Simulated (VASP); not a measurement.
# LiF (I4mm) in VASP: notebook

LiF is run at these levels: PBE; tasks: single point.

Everything below comes from runs of VASP 6.6.1. Logs are shortened: lines on timing, memory, paths and dates and some standing lists are left out, and cuts for length are marked.

**1. The cell of the first run**

It takes space group I4mm (No. 107, tetragonal). The conventional cell has a = 2.848 Å, b = 2.848 Å, c = 4.028 Å, α = 90.00°, β = 90.00°, γ = 90.00°. Li (site symmetry 4mm) has 5 F at 1.64 to 2.05 Å within 2.2 Å. Within 2.2 Å of F (site symmetry 4mm) lie 5 Li at 1.64 to 2.05 Å.

**2. Single point, PBE**

Contents of INCAR:

```
ALGO = Normal ; EDIFF = 1E-6
ENCUT = 520 ; GGA = PE
ISIF = 2 ; ISMEAR = 0
LASPH = T ; LCHARG = T
LELF = T ; LREAL = F
LVHAR = T ; LWAVE = F
NBANDS = 12 ; NELM = 100
PREC = Accurate ; SIGMA = 0.05
```

Contents of KPOINTS:

```
k-points
0
Gamma
  10 10 10
```

Contents of POSCAR:

```
LiF
1.0
    0.0000000000      2.0140000000      2.0140000000
    2.0140000000      0.0000000000      2.0140000000
    2.0140000000      2.0140000000      0.0000000000
Li F
1 1
Direct
    0.0000000000      0.0000000000      0.0000000000
    0.4069016882      0.4069016882      0.5930983118
```

Potentials or basis: VASP PAW PBE potentials, release 64 (Li_sv, F).

Command:

```sh
cat potpaw_PBE.64/Li_sv/POTCAR potpaw_PBE.64/F/POTCAR > POTCAR
mpirun -np 1 vasp_std > vasp.out
```

OUTCAR:

```text
EDIFF = 1E-6
   ENCUT = 520
   GGA = PE
   ISIF = 2
   ISMEAR = 0
   LASPH = T
   LREAL = F
   NELM = 100
   PREC = Accurate

 ion  position               nearest neighbor table
   1  0.000  0.000  0.000-   2 1.64   2 2.05   2 2.05   2 2.05   2 2.05
   2  0.407  0.407  0.593-   1 1.64   1 2.05   1 2.05   1 2.05   1 2.05

  LATTYP: Found a face centered cubic cell.
 ALAT       =     4.0280000000

  Lattice vectors:

 A1 = (   0.0000000000,   2.0140000000,   2.0140000000)
 A2 = (   2.0140000000,   0.0000000000,   2.0140000000)
 A3 = (   2.0140000000,   2.0140000000,   0.0000000000)

Analysis of symmetry for initial positions (statically):
=====================================================================
 Subroutine PRICEL returns:
 Original cell was already a primitive cell.

 Routine SETGRP: Setting up the symmetry group for a
 face centered cubic supercell.

 Subroutine GETGRP returns: Found  8 space group operations
 (whereof  8 operations were pure point group operations)
 out of a pool of 48 trial point group operations.

The static configuration has the point symmetry C_4v.

Analysis of symmetry for dynamics (positions and initial velocities):
=====================================================================
 Subroutine PRICEL returns:
 Original cell was already a primitive cell.

 Routine SETGRP: Setting up the symmetry group for a
 face centered cubic supercell.

 Subroutine GETGRP returns: Found  8 space group operations
 (whereof  8 operations were pure point group operations)
 out of a pool of 48 trial point group operations.

The dynamic configuration has the point symmetry C_4v.

 Subroutine INISYM returns: Found  8 space group operations
 (whereof  8 operations are pure point group operations),
 and found     1 'primitive' translations

----------------------------------------------------------------------------------------

                                     Primitive cell

  volume of cell :      16.3384

  direct lattice vectors                    reciprocal lattice vectors
     0.000000000  2.014000000  2.014000000    -0.248262165  0.248262165  0.248262165
     2.014000000  0.000000000  2.014000000     0.248262165 -0.248262165  0.248262165
     2.014000000  2.014000000  0.000000000     0.248262165  0.248262165 -0.248262165

  length of vectors
     2.848226115  2.848226115  2.848226115     0.430002683  0.430002683  0.430002683

  position of ions in fractional coordinates (direct lattice)
     0.000000000  0.000000000  0.000000000
     0.406901688  0.406901688  0.593098312

  ion indices of the primitive-cell ions
   primitive index   ion index
                 1           1
                 2           2

----------------------------------------------------------------------------------------

 KPOINTS: k-points

Automatic generation of k-mesh.
 Grid dimensions read from file:
 generate k-points for:   10   10   10

 Generating k-lattice:

  Cartesian coordinates                     Fractional coordinates (reciprocal lattice)
    -0.024826216  0.024826216  0.024826216     0.100000000  0.000000000  0.000000000
     0.024826216 -0.024826216  0.024826216     0.000000000  0.100000000  0.000000000
     0.024826216  0.024826216 -0.024826216     0.000000000  0.000000000  0.100000000

  Length of vectors
     0.043000268  0.043000268  0.043000268

  Shift w.r.t. Gamma in fractional coordinates (k-lattice)
     0.000000000  0.000000000  0.000000000

 Subroutine IBZKPT returns following result:
 ===========================================

 Found    102 irreducible k-points:

 Following reciprocal coordinates:
            Coordinates               Weight
  0.000000  0.000000  0.000000      1.000000
  0.100000  0.000000  0.000000      8.000000
  0.200000  0.000000  0.000000      8.000000
  0.300000  0.000000  0.000000      8.000000
  0.400000  0.000000  0.000000      8.000000
  0.500000  0.000000  0.000000      4.000000
[... 16 lines left out ...]
 -0.100000  0.100000  0.000000      4.000000
  0.000000 -0.100000  0.100000      8.000000
 [... further k-points ...]
   k-points           NKPTS =    102   k-points in BZ     NKDIM =    102   number of bands    NBANDS=     12
   number of dos      NEDOS =    301   number of ions     NIONS =      2
   total plane-waves  NPLWV =  13824
   dimension x,y,z NGX =    24 NGY =   24 NGZ =   24
   dimension x,y,z NGXF=    48 NGYF=   48 NGZF=   48
   ions per type =               1   1
   NGX,Y,Z   is equivalent  to a cutoff of  14.01, 14.01, 14.01 a.u.
   NGXF,Y,Z  is equivalent  to a cutoff of  28.02, 28.02, 28.02 a.u.
 SYSTEM =  unknown system
   PREC   = accura    normal or accurate (medium, high low for compatibility)
   ISTART =      0    job   : 0-new  1-cont  2-samecut
   ICHARG =      2    charge: 1-file 2-atom 10-const
   ISPIN  =      1    spin polarized calculation?
   LNONCOLLINEAR =      F non collinear calculations
   LSORBIT =      F    spin-orbit coupling
   LASPH  =      T    aspherical Exc in radial PAW
   ENCUT  =  520.0 eV  38.22 Ry    6.18 a.u.   5.30  5.30  5.30*2*pi/ulx,y,z
   NELM   =    100;   NELMIN=  2; NELMDL= -5     # of ELM steps
   EDIFF  = 0.1E-05   stopping-criterion for ELM
   LREAL  =      F    real-space projection
   EDIFFG = 0.1E-04   stopping-criterion for IOM
   NSW    =      0    number of steps for IOM
   IBRION =     -1    ionic relax: 0-MD 1-quasi-New 2-CG
   NFREE  =      0    steps in history (QN), initial steepest desc. (CG)
   ISIF   =      2    stress and relaxation
   ISYM   =      2    0-nonsym 1-usesym 2-fastsym
   POTIM  = 0.5000    time-step for ionic-motion
   TEBEG  =    0.0;   TEEND  =   0.0 temperature during run
   PSTRESS=    0.0 pullay stress
   NELECT =      10.0000    total number of electrons
   NUPDOWN=      -1.0000    fix difference up-down
   EMIN   =  10.00;   EMAX   =-10.00  energy-range for DOS
   EFERMI =   0.00;   METHOD = LEGACY
   ISMEAR =     0;   SIGMA  =   0.05  broadening in eV -4-tet -1-fermi 0-gaus
   EFERMI_NEDOS =   21; number of points for ismear=-14 and -15
   IALGO  =     38    algorithm
   IMIX   =      4    mixing-type and parameters
     AMIX     =   0.40;   BMIX     =  1.00
     AMIX_MAG =   1.60;   BMIX_MAG =  1.00
  volume/ion in A,a.u.               =       8.17        55.13
  Fermi-wavevector in a.u.,A,eV,Ry     =   1.389970  2.626662 26.286674  1.932016
  Thomas-Fermi vector in A             =   2.513950
   LORBIT       =      0    0 simple, 1 ext, 2 COOP (PROOUT), +10 PAW based schemes
   GGA     = PE    functional components
   LHFCALC =     F    Hartree Fock is set to
   AEXX    =    0.0000 exact exchange contribution
   IVDW    =     0    specifies the selected vdW correction
   LEPSILON=     F    determine dielectric tensor
   LRPA    =     F    only Hartree local field effects (RPA)
 non-spin polarized calculation
 Gauss-broadening in eV      SIGMA  =   0.05
  energy-cutoff  :      520.00
  volume of cell :       16.34
 maximum number of plane-waves:       459
 NGX is ok and might be reduce to    24
   NGX = 11   NGY = 11   NGZ = 11

 number of electron      10.0000002 magnetization

 Free energy of the ion-electron system (eV)
  ---------------------------------------------------
  ext. energy  EPLUGINS =         0.00000000
  ---------------------------------------------------
  free energy    TOTEN  =        -9.42639949 eV

  energy without entropy =       -9.42639949  energy(sigma->0) =       -9.42639949

 E-fermi :  -0.6667     XC(G=0):  -9.9200

 val. band max:       -1.0505751235   @ k =   0.0000   0.0000   0.0000
 cond. band min:       7.8260363829   @ k =   0.0000   0.0000   0.0000
 fundamental gap:      8.8766115064
 Fermi energy:        -0.6667030430

 k-point     1 :       0.0000    0.0000    0.0000
  band No.  band energies     occupation
      1     -41.8450      2.00000
      2     -21.0343      2.00000
      3      -1.2676      2.00000
      4      -1.0506      2.00000
      5      -1.0506      2.00000
      6       7.8260      0.00000
      7      20.9455      0.00000
      8      20.9455      0.00000
      9      23.5025      0.00000
     10      24.1536      0.00000
     11      25.6819      0.00000
     12      25.6820      0.00000

 k-point     2 :       0.1000    0.0000    0.0000
  band No.  band energies     occupation
      1     -41.8387      2.00000
      2     -20.9990      2.00000
      3      -1.4671      2.00000
      4      -1.1598      2.00000
      5      -1.0771      2.00000
      6       8.1220      0.00000
      7      19.7406      0.00000
      8      20.6834      0.00000
      9      22.5909      0.00000
     10      23.8421      0.00000
     11      25.5493      0.00000
     12      25.8115      0.00000

 k-point     3 :       0.2000    0.0000    0.0000
  band No.  band energies     occupation
      1     -41.8226      2.00000
      2     -20.9058      2.00000
      3      -2.1047      2.00000
      4      -1.2689      2.00000
      5      -1.1450      2.00000
      6       8.8088      0.00000
      7      17.6482      0.00000
      8      19.9036      0.00000
      9      21.1442      0.00000
     10      24.5875      0.00000
     11      25.9674      0.00000
     12      26.8152      0.00000
[... 286 lines left out ...]
 k-point    23 :      -0.1000    0.1000    0.0000
  band No.  band energies     occupation
      1     -41.8298      2.00000
      2     -20.9389      2.00000
      3      -1.8245      2.00000
      4      -1.3540      2.00000
      5      -1.0638      2.00000
      6       8.6205      0.00000
      7      18.7711      0.00000
      8      20.5145      0.00000
      9      20.5560      0.00000
     10      24.6009      0.00000
     11      25.1028      0.00000
     12      27.4278      0.00000

 k-point    24 :       0.0000   -0.1000    0.1000
  band No.  band energies     occupation
      1     -41.8291      2.00000
      2     -20.9471      2.00000
      3      -1.7684      2.00000
      4      -1.2600      2.00000
      5      -1.1610      2.00000
      6       8.5378      0.00000
      7      18.3720      0.00000
      8      20.1154      0.00000
      9      22.0705      0.00000
     10      23.3481      0.00000
     11      25.9929      0.00000
     12      26.9283      0.00000

 [... further k-points ...]

------------------------ aborting loop because EDIFF is reached ----------------------------------------

  FORCE on cell =-STRESS in cart. coord.  units (eV):
  Direction    XX          YY          ZZ          XY          YZ          ZX
  --------------------------------------------------------------------------------------
  -------------------------------------------------------------------------------------
  Total        0.0565847      0.0565847      2.7480905      0.0000000     -0.0000000      0.0000000
  in kB        5.5488282      5.5488282    269.4841479      0.0000000     -0.0000000      0.0000000
  external PRESSURE =      93.5272681 kB  Pullay stress =       0.0000000 kB

 VOLUME and BASIS-vectors are now :
 -----------------------------------------------------------------------------
  energy-cutoff  :      520.00
  volume of cell :       16.34
      direct lattice vectors                 reciprocal lattice vectors
     0.000000000  2.014000000  2.014000000    -0.248262165  0.248262165  0.248262165
     2.014000000  0.000000000  2.014000000     0.248262165 -0.248262165  0.248262165
     2.014000000  2.014000000  0.000000000     0.248262165  0.248262165 -0.248262165

 POSITION                                       TOTAL-FORCE (eV/Angst)
 -----------------------------------------------------------------------------------
      0.00000      0.00000      0.00000         0.000000      0.000000     -1.682792
      2.01400      2.01400      1.63900         0.000000      0.000000      1.682792
 -----------------------------------------------------------------------------------
    total drift:                                0.000004      0.000004     -0.000427

  FREE ENERGIE OF THE ION-ELECTRON SYSTEM (eV)
  ---------------------------------------------------
  free  energy   TOTEN  =        -9.4263994928 eV

  energy  without entropy=       -9.4263994928  energy(sigma->0) =       -9.42639949
```

Wall time 8.2 s (1 thread of Intel Xeon 6975P-C (Granite Rapids), shared host); peak memory 0.13 GiB.

Results:

| Quantity | Value |
| --- | --- |
| Free energy | -9.4264 eV |
| Largest force | 1.683 eV/Å |
| Band gap on the k mesh | 8.88 eV, direct |

Forces in eV/Å, atoms in the order of the input:
```
Li   0.000  0.000 -1.683
F    0.000  0.000  1.683
```

Caveat: the cell differs from its parent crystal (all F atoms moved +0.375 Å, as atom 2 towards its neighbour atom 1 (Li) at 2.014 Å); the cutoff is under 1.25 times the usual one of these potentials, so pressure, stress and relaxed cells hold a basis-set (Pulay) error; forces of over 1 eV/Å act on the atoms, so gaps and moduli don't describe the material at rest. A k mesh can miss the band edges.

**3. Single point, PBE**

Contents of INCAR:

```
SYSTEM = LiF
ALGO     = Normal         ! electronic algorithm
EDIFF    = 1E-7           ! SCF threshold, eV
ENCUT    = 520            ! plane-wave cutoff, eV
GGA      = PE             ! functional
ISIF     = 2              ! what is computed and relaxed
ISMEAR   = 0              ! smearing method
LASPH    = .TRUE.         ! aspherical terms in the spheres
LCHARG   = .TRUE.         ! write CHGCAR
LELF     = .TRUE.         ! ELF
LREAL    = .FALSE.        ! projectors in reciprocal space
LVHAR    = .TRUE.       
LWAVE    = .FALSE.        ! write WAVECAR
NBANDS   = 12             ! bands
NELM     = 80             ! most SCF steps
PREC     = Accurate       ! precision mode
SIGMA    = 0.05           ! smearing width, eV
```

Contents of KPOINTS:

```
k-points
0
G
  10 10 10
  0 0 0
```

Changes to POSCAR since step 2:

```diff
@@ -9,2 +9,2 @@
     0.0000000000      0.0000000000      0.0000000000
-    0.4069016882      0.4069016882      0.5930983118
+    0.5620655412      0.5620655412      0.4379344588
```

Potentials or basis: VASP PAW PBE potentials, release 64 (Li_sv, F).

Command:

```sh
cat potpaw_PBE.64/Li_sv/POTCAR potpaw_PBE.64/F/POTCAR > POTCAR
mpirun -np 1 vasp_std > vasp.out
```

It took 9.2 s on 1 thread of Intel Xeon 6975P-C (Granite Rapids), shared host; peak memory 0.13 GiB.

It converged, with:

```
Free energy            : -9.5680 eV
Largest force          : 0.702 eV/Å
Band gap on the k mesh : 8.99 eV, direct
```

Forces on the atoms (eV/Å):
```
Li   0.000  0.000  0.702
F    0.000  0.000 -0.702
```

Levels at points of the mesh, in eV from the valence-band top:
```csv
k point,band 1,band 2,band 3,band 4,band 5,band 6,band 7,band 8,band 9,band 10
"(0.00, 0.00, 0.00)",-40.86,-19.98,-0.10,0.00,0.00,8.99,22.62,22.62,24.42,24.52
"(0.50, 0.00, 0.00)",-40.80,-19.57,-2.53,-0.33,-0.24,10.88,16.37,18.98,19.64,29.78
"(0.50, 0.50, 0.00)",-40.78,-19.35,-2.94,-1.01,-1.01,14.37,16.49,18.03,20.29,20.29
"(0.00, 0.50, 0.50)",-40.79,-19.31,-3.01,-1.04,-0.98,14.82,15.95,16.46,20.86,22.10
```

Caveat: the cell differs from its parent crystal (all F atoms moved -0.250 Å, as atom 2 towards its neighbour atom 1 (Li) at 2.014 Å); the cutoff is under 1.25 times the usual one of these potentials, so pressure, stress and relaxed cells hold a basis-set (Pulay) error.
